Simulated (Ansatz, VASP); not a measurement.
Sn3Te: VASP beside Ansatz

Contents of INCAR:

```
ALGO     = Normal         # electronic algorithm
EDIFF    = 1E-7           # SCF threshold, eV
ENCUT    = 520            # plane-wave cutoff, eV
GGA      = PS             # functional
ISIF     = 2              # what is computed and relaxed
ISMEAR   = -1             # smearing method
LASPH    = True           # aspherical terms in the spheres
LCHARG   = False          # write CHGCAR
LREAL    = False          # projectors in reciprocal space
LWAVE    = False          # write WAVECAR
NBANDS   = 32             # bands
NELM     = 60             # most SCF steps
PREC     = Accurate       # precision mode
SIGMA    = 0.05           # smearing width, eV
```

Contents of KPOINTS:

```
k-points
0
Gamma
  6 6 6
```

Contents of POSCAR:

```
Sn3Te
1.0
    4.8978456013      0.0000000000      0.0000000000
    0.0000000000      4.8978456013      0.0000000000
    0.0000000000      0.0000000000      4.8978456013
Te Sn
1 3
Direct
    0.0000000000      0.0000000000      0.0000000000
    0.0000000000      0.5000000000      0.5000000000
    0.5000000000      0.0000000000      0.5000000000
    0.5000000000      0.5000000000      0.0000000000
```

File input.yaml:

```yaml
crystal:
  lattice:
    - [4.8978456013, 0.0, 0.0]
    - [0.0, 4.8978456013, 0.0]
    - [0.0, 0.0, 4.8978456013]
  atoms:
    - { symbol: Te, position: [0.0, 0.0, 0.0] }
    - { symbol: Sn, position: [0.0, 0.5, 0.5] }
    - { symbol: Sn, position: [0.5, 0.0, 0.5] }
    - { symbol: Sn, position: [0.5, 0.5, 0.0] }
kpoints:
  mp_grid: { grid: [6, 6, 6] }
scf:
  occupations: { method: fermi_dirac, width: 0.05 }
hamiltonian:
  xc: pbesol
  pseudopotentials: { kind: all_electron, lapw: { basis_error: 0.001 } }
output:
  forces: true
  stress: true
  eigenvalues: true
```

Change from the starting cell: volume scaled by 1.02.

Alike in both runs: task single point; functional PBEsol; k mesh 6 × 6 × 6; occupations fermi-dirac, width 0.05 eV; no spin polarisation.

```csv
,VASP,Ansatz
version,VASP 6.6.1,Ansatz 0.2.0
potentials or method,"VASP PAW PBE potentials, release 64 (Te, Sn_d), cutoff 520 eV","all-electron LAPW, scalar-relativistic"
```

```tsv
	VASP	Ansatz	Ansatz less VASP
gap on the k mesh at the Fermi level (eV)	none	none	-
pressure (GPa)	-3.2	-3.1	+0.04
```

VASP's potentials were made for PBE, not for PBEsol. A gap of «none» marks a metal or a gap that the smearing closes. Ansatz ran all-electron here, and VASP with PAW potentials.

Neither program's run includes spin-orbit coupling.
